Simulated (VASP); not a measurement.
# ScAl3 (P1) in VASP: a series of runs

Runs on ScAl3. Level: PBE. Tasks: single point.

Program: VASP 6.6.1. These are calculated values, not measurements. Logs are shortened: lines on timing, memory, paths and dates and some standing lists are left out, and cuts for length are marked.

## 1. The cell of the first run

The typed cell holds 4 atoms: a = 3.857 Å, b = 4.414 Å, c = 4.071 Å, α = 98.39°, β = 87.18°, γ = 91.64°.

## 2. Single point, PBE

INCAR reads:

```
SYSTEM = ScAl3
PREC = Accurate
ENCUT = 520
EDIFF = 1E-6
ISMEAR = 0
SIGMA = 0.15
LREAL = .FALSE.
LASPH = .TRUE.
NELM = 100
ALGO = Fast
ISIF = 2
LWAVE = .FALSE.
LCHARG = .TRUE.
GGA = PE
LELF = .TRUE.
LVHAR = .TRUE.
NBANDS = 18
```

KPOINTS reads:

```
Automatic mesh
0
G
  8 8 8
  0 0 0
```

POSCAR reads:

```
ScAl3
1.0
    3.8550135663     -0.0552557105      0.0956020778
   -0.0552557105      4.4027834549     -0.3091385217
    0.0956020778     -0.3091385217      4.0581947644
Sc Al
1 3
Direct
   -0.0026076783      0.0001203877     -0.0007661456
    0.5020027286     -0.0003374227      0.4998283568
    0.0008598124      0.4974312942      0.5025967555
    0.4997451372      0.5027857407     -0.0016589666
```

Potentials or basis: VASP PAW PBE potentials, release 64 (Sc_sv, Al).

On the command line:

```sh
> cat potpaw_PBE.64/Sc_sv/POTCAR potpaw_PBE.64/Al/POTCAR > POTCAR
> mpirun -np 1 vasp_std > vasp.out
```

OUTCAR:

```text
SYSTEM = ScAl3
   PREC = Accurate
   ENCUT = 520
   EDIFF = 1E-6
   ISMEAR = 0
   LREAL = .FALSE.
   LASPH = .TRUE.
   NELM = 100
   ISIF = 2
   GGA = PE

 ion  position               nearest neighbor table
   1  0.997  0.000  0.999-   2 2.72   2 2.74   3 2.78   3 2.78   2 2.86   4 2.87   2 2.89   4 2.90
                             4 2.97   4 2.98   3 3.19   3 3.23
   2  0.502  1.000  0.500-   1 2.72   1 2.74   4 2.77   4 2.78   1 2.86   3 2.88   1 2.89   3 2.90
                             3 2.97   3 2.98   4 3.20   4 3.23
   3  0.001  0.497  0.503-   4 2.72   4 2.75   1 2.78   1 2.78   4 2.85   2 2.88   4 2.89   2 2.90
                             2 2.97   2 2.98   1 3.19   1 3.23
   4  0.500  0.503  0.998-   3 2.72   3 2.75   2 2.77   2 2.78   3 2.85   1 2.87   3 2.89   1 2.90
                             1 2.97   1 2.98   2 3.20   2 3.23

  LATTYP: Found a triclinic cell.
 ALAT       =     9.4423114313
 B/A-ratio  =     0.4084375643
 C/A-ratio  =     0.9707772999
 COS(alpha) =     0.0056034772
 COS(beta)  =     0.5554288325
 COS(gamma) =     0.8089730341

  Lattice vectors:

 A1 = (   7.6696807653,  -4.2041563542,  -3.5578520871)
 A2 = (   3.8550135663,  -0.0552557105,   0.0956020778)
 A3 = (   0.0149093432,  -8.4964283881,  -3.4399177210)

Analysis of symmetry for initial positions (statically):
=====================================================================
 Subroutine PRICEL returns:
 Original cell was already a primitive cell.

 Routine SETGRP: Setting up the symmetry group for a
 triclinic supercell.

 Subroutine GETGRP returns: Found  1 space group operations
 (whereof  1 operations were pure point group operations)
 out of a pool of  2 trial point group operations.

The static configuration has the point symmetry C_1 .

Analysis of symmetry for dynamics (positions and initial velocities):
=====================================================================
 Subroutine PRICEL returns:
 Original cell was already a primitive cell.

 Routine SETGRP: Setting up the symmetry group for a
 triclinic supercell.

 Subroutine GETGRP returns: Found  1 space group operations
 (whereof  1 operations were pure point group operations)
 out of a pool of  2 trial point group operations.

The dynamic configuration has the point symmetry C_1 .

 Subroutine INISYM returns: Found  1 space group operations
 (whereof  1 operations are pure point group operations),
 and found     1 'primitive' translations

----------------------------------------------------------------------------------------

                                     Primitive cell

  volume of cell :      68.4611

  direct lattice vectors                    reciprocal lattice vectors
     3.855013566 -0.055255710  0.095602078     0.259589505  0.002843719 -0.005898729
    -0.055255710  4.402783455 -0.309138522     0.002843719  0.228381568  0.017330286
     0.095602078 -0.309138522  4.058194764    -0.005898729  0.017330286  0.247874104

  length of vectors
     3.856594683  4.413968959  4.071074935     0.259672087  0.229055815  0.248549201

  position of ions in fractional coordinates (direct lattice)
     0.997392322  0.000120388  0.999233854
     0.502002729  0.999662577  0.499828357
     0.000859812  0.497431294  0.502596756
     0.499745137  0.502785741  0.998341033

  ion indices of the primitive-cell ions
   primitive index   ion index
                 1           1
                 2           2
                 3           3
                 4           4

----------------------------------------------------------------------------------------

 KPOINTS: Automatic mesh

Automatic generation of k-mesh.
 Grid dimensions read from file:
 generate k-points for:    8    8    8

 Generating k-lattice:

  Cartesian coordinates                     Fractional coordinates (reciprocal lattice)
     0.032448688  0.000355465 -0.000737341     0.125000000 -0.000000000  0.000000000
     0.000355465  0.028547696  0.002166286    -0.000000000  0.125000000  0.000000000
    -0.000737341  0.002166286  0.030984263    -0.000000000  0.000000000  0.125000000

  Length of vectors
     0.032459011  0.028631977  0.031068650

  Shift w.r.t. Gamma in fractional coordinates (k-lattice)
     0.000000000  0.000000000  0.000000000

 Subroutine IBZKPT returns following result:
 ===========================================

 Found    260 irreducible k-points:

 Following reciprocal coordinates:
            Coordinates               Weight
  0.000000  0.000000  0.000000      1.000000
  0.125000  0.000000 -0.000000      2.000000
  0.250000  0.000000 -0.000000      2.000000
  0.375000  0.000000 -0.000000      2.000000
  0.500000  0.000000 -0.000000      1.000000
  0.000000  0.125000  0.000000      2.000000
[... 16 lines left out ...]
  0.125000  0.375000  0.000000      2.000000
  0.250000  0.375000 -0.000000      2.000000
 [... further k-points ...]
   k-points           NKPTS =    260   k-points in BZ     NKDIM =    260   number of bands    NBANDS=     18
   number of dos      NEDOS =    301   number of ions     NIONS =      4
   total plane-waves  NPLWV =  32400
   dimension x,y,z NGX =    30 NGY =   36 NGZ =   30
   dimension x,y,z NGXF=    60 NGYF=   72 NGZF=   60
   ions per type =               1   3
   NGX,Y,Z   is equivalent  to a cutoff of  12.93, 13.56, 12.25 a.u.
   NGXF,Y,Z  is equivalent  to a cutoff of  25.86, 27.12, 24.50 a.u.
 SYSTEM =  ScAl3
   PREC   = accura    normal or accurate (medium, high low for compatibility)
   ISTART =      0    job   : 0-new  1-cont  2-samecut
   ICHARG =      2    charge: 1-file 2-atom 10-const
   ISPIN  =      1    spin polarized calculation?
   LNONCOLLINEAR =      F non collinear calculations
   LSORBIT =      F    spin-orbit coupling
   LASPH  =      T    aspherical Exc in radial PAW
   ENCUT  =  520.0 eV  38.22 Ry    6.18 a.u.   7.17  8.21  7.57*2*pi/ulx,y,z
   NELM   =    100;   NELMIN=  2; NELMDL= -5     # of ELM steps
   EDIFF  = 0.1E-05   stopping-criterion for ELM
   LREAL  =      F    real-space projection
   EDIFFG = 0.1E-04   stopping-criterion for IOM
   NSW    =      0    number of steps for IOM
   IBRION =     -1    ionic relax: 0-MD 1-quasi-New 2-CG
   NFREE  =      0    steps in history (QN), initial steepest desc. (CG)
   ISIF   =      2    stress and relaxation
   ISYM   =      2    0-nonsym 1-usesym 2-fastsym
   POTIM  = 0.5000    time-step for ionic-motion
   TEBEG  =    0.0;   TEEND  =   0.0 temperature during run
   PSTRESS=    0.0 pullay stress
   NELECT =      20.0000    total number of electrons
   NUPDOWN=      -1.0000    fix difference up-down
   EMIN   =  10.00;   EMAX   =-10.00  energy-range for DOS
   EFERMI =   0.00;   METHOD = LEGACY
   ISMEAR =     0;   SIGMA  =   0.15  broadening in eV -4-tet -1-fermi 0-gaus
   EFERMI_NEDOS =   21; number of points for ismear=-14 and -15
   IALGO  =     68    algorithm
   IMIX   =      4    mixing-type and parameters
     AMIX     =   0.40;   BMIX     =  1.00
     AMIX_MAG =   1.60;   BMIX_MAG =  1.00
  volume/ion in A,a.u.               =      17.12       115.50
  Fermi-wavevector in a.u.,A,eV,Ry     =   1.086268  2.052748 16.054567  1.179977
  Thomas-Fermi vector in A             =   2.222400
   LORBIT       =      0    0 simple, 1 ext, 2 COOP (PROOUT), +10 PAW based schemes
   GGA     = PE    functional components
   LHFCALC =     F    Hartree Fock is set to
   AEXX    =    0.0000 exact exchange contribution
   IVDW    =     0    specifies the selected vdW correction
   LEPSILON=     F    determine dielectric tensor
   LRPA    =     F    only Hartree local field effects (RPA)
 non-spin polarized calculation
 RMM-DIIS sequential band-by-band and
 Gauss-broadening in eV      SIGMA  =   0.15
  energy-cutoff  :      520.00
  volume of cell :       68.46
 maximum number of plane-waves:      1856
 NGX is ok and might be reduce to    30
   NGX = 15   NGY = 17   NGZ = 15

 number of electron      20.0000001 magnetization

 Free energy of the ion-electron system (eV)
  ---------------------------------------------------
  ext. energy  EPLUGINS =         0.00000000
  ---------------------------------------------------
  free energy    TOTEN  =       -18.80221544 eV

  energy without entropy =      -18.78508368  energy(sigma->0) =      -18.79364956

 E-fermi :   7.1122     XC(G=0): -10.3994

 val. band max:        7.1107424816   @ k =  -0.2500   0.3750   0.3750
 cond. band min:       7.1252420628   @ k =   0.1250   0.2500   0.1250
 fundamental gap:      0.0144995813
 Fermi energy:         7.1121835228

 k-point     1 :       0.0000    0.0000    0.0000
  band No.  band energies     occupation
      1     -41.7764      2.00000
      2     -20.5298      2.00000
      3     -20.4727      2.00000
      4     -20.4415      2.00000
      5      -2.7713      2.00000
      6       4.0347      2.00000
[... 10 lines left out ...]
     17      12.0887      0.00000
     18      12.6923      0.00000

 k-point     2 :       0.1250    0.0000   -0.0000
  band No.  band energies     occupation
      1     -41.7760      2.00000
      2     -20.5293      2.00000
      3     -20.4723      2.00000
      4     -20.4491      2.00000
      5      -2.6089      2.00000
      6       3.9700      2.00000
[... 10 lines left out ...]
     17      12.6528      0.00000
     18      12.9233      0.00000

 k-point     3 :       0.2500    0.0000   -0.0000
  band No.  band energies     occupation
      1     -41.7750      2.00000
      2     -20.5283      2.00000
      3     -20.4745      2.00000
      4     -20.4640      2.00000
      5      -2.1290      2.00000
      6       2.6310      2.00000
[... 10 lines left out ...]
     17      12.2009      0.00000
     18      13.1500      0.00000

 k-point     4 :       0.3750    0.0000   -0.0000
  band No.  band energies     occupation
      1     -41.7740      2.00000
      2     -20.5280      2.00000
      3     -20.4882      2.00000
      4     -20.4664      2.00000
      5      -1.3582      2.00000
      6       1.1436      2.00000
[... 10 lines left out ...]
     17      12.3907      0.00000
     18      12.6895      0.00000

 k-point     5 :       0.5000    0.0000   -0.0000
  band No.  band energies     occupation
      1     -41.7736      2.00000
      2     -20.5284      2.00000
      3     -20.4947      2.00000
      4     -20.4661      2.00000
      5      -0.5772      2.00000
      6       0.1129      2.00000
[... 10 lines left out ...]
     17      12.1229      0.00000
     18      12.3439      0.00000

 k-point     6 :       0.0000    0.1250    0.0000
  band No.  band energies     occupation
      1     -41.7763      2.00000
      2     -20.5319      2.00000
      3     -20.4729      2.00000
      4     -20.4414      2.00000
      5      -2.6463      2.00000
      6       2.9061      2.00000
[... 307 lines left out ...]
 k-point    21 :      -0.1250    0.2500    0.0000
  band No.  band energies     occupation
      1     -41.7757      2.00000
      2     -20.5361      2.00000
      3     -20.4729      2.00000
      4     -20.4485      2.00000
      5      -2.1353      2.00000
      6       1.7682      2.00000
[... 10 lines left out ...]
     17      11.9806      0.00000
     18      13.0607      0.00000

 k-point    22 :       0.0000    0.3750   -0.0000
  band No.  band energies     occupation
      1     -41.7760      2.00000
      2     -20.5418      2.00000
      3     -20.4736      2.00000
      4     -20.4409      2.00000
      5      -1.7071      2.00000
      6       0.4373      2.00000
[... 10 lines left out ...]
     17      11.7330      0.00000
     18      13.1128      0.00000

 k-point    23 :       0.1250    0.3750    0.0000
  band No.  band energies     occupation
      1     -41.7756      2.00000
      2     -20.5410      2.00000
      3     -20.4733      2.00000
      4     -20.4483      2.00000
      5      -1.5419      2.00000
      6       0.5610      2.00000
[... 10 lines left out ...]
     17      11.7876      0.00000
     18      13.4113      0.00000

 k-point    24 :       0.2500    0.3750   -0.0000
  band No.  band energies     occupation
      1     -41.7746      2.00000
      2     -20.5392      2.00000
      3     -20.4753      2.00000
      4     -20.4632      2.00000
      5      -1.0895      2.00000
      6       0.9759      2.00000
[... 10 lines left out ...]
     17      12.7336      0.00000
     18      12.9273      0.00000

 [... further k-points ...]

------------------------ aborting loop because EDIFF is reached ----------------------------------------

  FORCE on cell =-STRESS in cart. coord.  units (eV):
  Direction    XX          YY          ZZ          XY          YZ          ZX
  --------------------------------------------------------------------------------------
  -------------------------------------------------------------------------------------
  Total        3.5581295     -1.5164493      3.1349327      0.7875433      2.8744348     -2.1236232
  in kB       83.2699651    -35.4890619     73.3660022     18.4306682     67.2696394    -49.6985925
  external PRESSURE =      40.3823018 kB  Pullay stress =       0.0000000 kB

 VOLUME and BASIS-vectors are now :
 -----------------------------------------------------------------------------
  energy-cutoff  :      520.00
  volume of cell :       68.46
      direct lattice vectors                 reciprocal lattice vectors
     3.855013566 -0.055255710  0.095602078     0.259589505  0.002843719 -0.005898729
    -0.055255710  4.402783455 -0.309138522     0.002843719  0.228381568  0.017330286
     0.095602078 -0.309138522  4.058194764    -0.005898729  0.017330286  0.247874104

 POSITION                                       TOTAL-FORCE (eV/Angst)
 -----------------------------------------------------------------------------------
      3.94048     -0.36348      4.15040         0.147599      0.044508      0.006913
      1.92777      4.21904      1.76736        -0.110834     -0.008319      0.013323
      0.02388      2.03466      1.88594         0.007656      0.031550     -0.074868
      1.99419      1.87742      3.94381        -0.044420     -0.067738      0.054632
 -----------------------------------------------------------------------------------
    total drift:                               -0.000128     -0.000073      0.000033

  FREE ENERGIE OF THE ION-ELECTRON SYSTEM (eV)
  ---------------------------------------------------
  free  energy   TOTEN  =       -18.8022154441 eV

  energy  without entropy=      -18.7850836811  energy(sigma->0) =      -18.79364956
```

Run time: 9.8 min. Hardware: 1 thread of Oxide Virtual Turin-like, shared host; peak memory 0.37 GiB.

Results:

- Free energy: -18.8022 eV
- Pressure: 4.0 GPa
- Largest force: 0.154 eV/Å
- Band gap on the k mesh: zero (band 10 reaches 8.01 eV, above the bottom of band 11 at 4.91 eV)

Forces on the atoms (eV/Å):
```
Sc   0.148  0.045  0.007
Al  -0.111 -0.008  0.013
Al   0.008  0.032 -0.075
Al  -0.044 -0.068  0.055
```

## 3. Single point, PBE

INCAR reads:

```
SYSTEM = ScAl3
ALGO = Fast
EDIFF = 1E-7
ENCUT = 520
GGA = PE
ISIF = 2
ISMEAR = 0
LASPH = .True.
LCHARG = .False.
LREAL = .False.
LWAVE = .False.
NBANDS = 18
NELM = 100
PREC = Accurate
SIGMA = 0.15
```

KPOINTS reads:

```
k-points
0
Gamma
  8 8 8
  0 0 0
```

POSCAR reads:

```
ScAl3
1.0
    3.8550135663     -0.0552557105      0.0956020778
   -0.0552557105      4.4027834549     -0.3091385217
    0.0956020778     -0.3091385217      4.0581947644
Sc Al
1 3
Direct
    0.0000423970      0.0000345038      0.0000362738
    0.5000160724     -0.0000599934      0.5000120253
   -0.0000634115      0.4999694111      0.4999682263
    0.5000049421      0.5000560785     -0.0000165253
```

Potentials or basis: VASP PAW PBE potentials, release 64 (Sc_sv, Al).

On the command line:

```sh
> cat potpaw_PBE.64/Sc_sv/POTCAR potpaw_PBE.64/Al/POTCAR > POTCAR
> mpirun -np 1 vasp_std > vasp.out
```

Run time: 11 min. Hardware: 1 thread of Oxide Virtual Turin-like, shared host; peak memory 0.37 GiB.

The run converged. Its results:

```
Free energy            : -18.8046 eV
Pressure               : 4.0 GPa
Band gap on the k mesh : zero (band 10 reaches 8.01 eV, above the bottom of band 11 at 4.91 eV)
```

Forces on the atoms (eV/Å):
```
Sc  -0.001 -0.001 -0.002
Al   0.000  0.001  0.001
Al   0.001  0.002  0.002
Al   0.000 -0.001  0.000
```

Stress tensor (GPa, compression positive):
```
 8.29  1.84 -4.98
 1.84 -3.58  6.73
-4.98  6.73  7.29
```

Levels at points of the mesh, in eV from the Fermi level:
```
           k point  band 6  band 7  band 8  band 9  band 10  band 11  band 12  band 13  band 14  band 15
(0.00, 0.00, 0.00)   -3.08   -2.60   -1.94   -1.39    -0.73     0.76     1.47     1.57     1.80     3.45
(0.50, 0.00, 0.00)   -7.00   -2.17   -1.50   -1.26     0.19     0.61     1.28     1.33     2.16     2.68
(0.00, 0.50, 0.00)   -7.35   -1.79   -1.01   -0.90     0.06     1.53     1.73     1.81     2.01     2.55
(0.50, 0.50, 0.00)   -5.67   -5.30   -4.18   -0.81    -0.25     1.15     1.86     1.92     3.02     3.21
(0.00, 0.00, 0.50)   -7.18   -2.40   -1.31   -0.97    -0.87     1.44     1.69     1.78     2.39     2.77
(0.50, 0.00, 0.50)   -5.42   -4.85   -4.19   -1.27    -0.73     0.50     1.05     2.23     2.39     3.06
(0.00, 0.50, 0.50)   -6.46   -4.95   -4.16   -0.31     0.36     1.50     1.92     2.08     2.50     3.66
(0.50, 0.50, 0.50)   -4.50   -4.30   -3.87   -3.46    -2.52    -2.20     0.98     2.41     3.08     3.55
```

Caveat: the cell differs from its parent crystal (cell sheared at random, sigma 0.06, atoms nudged by 0.01 Å, then relaxed in part).
